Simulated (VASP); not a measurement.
A run of VASP 6.6.1 is set up as follows.

The input INCAR:

```
ALGO = Normal
EDIFF = 1E-6
EDIFFG = -0.02
ENCUT = 600
GGA = PS
IBRION = 2
ISIF = 3
ISMEAR = -1
LASPH = T
LCHARG = F
LREAL = F
LWAVE = F
NELM = 80
NSW = 80
PREC = Accurate
PSTRESS = 50.0
SIGMA = 0.05
```

Contents of KPOINTS:

```
k-points
0
Gamma
  7 7 4
```

Contents of POSCAR:

```
CdS
1.0
    4.1500000000      0.0000000000      0.0000000000
   -2.0750000000      3.5940054257      0.0000000000
    0.0000000000      0.0000000000      6.7370000000
Cd S
2 2
Direct
    0.6666666667      0.3333333333      0.5000000000
    0.3333333333      0.6666666667      0.0000000000
    0.6666666667      0.3333333333      0.8750000000
    0.3333333333      0.6666666667      0.3750000000
```

Potentials or basis: VASP PAW PBE potentials, release 64 (Cd, S).

Command:

```console
$ cat potpaw_PBE.64/Cd/POTCAR potpaw_PBE.64/S/POTCAR > POTCAR
$ mpirun -np 1 vasp_std > vasp.out
```

(1) What does it give for the band gap on the k mesh?

(2) Predict the relaxed volume.

## Answers

(1) 1.23 eV, direct.

(2) 23.19 Å³/atom.

Caveat: the cell is relaxed towards a set pressure, so the enthalpy falls and the energy may rise; the PAW data sets were made with another functional, which shifts forces and pressure a little.
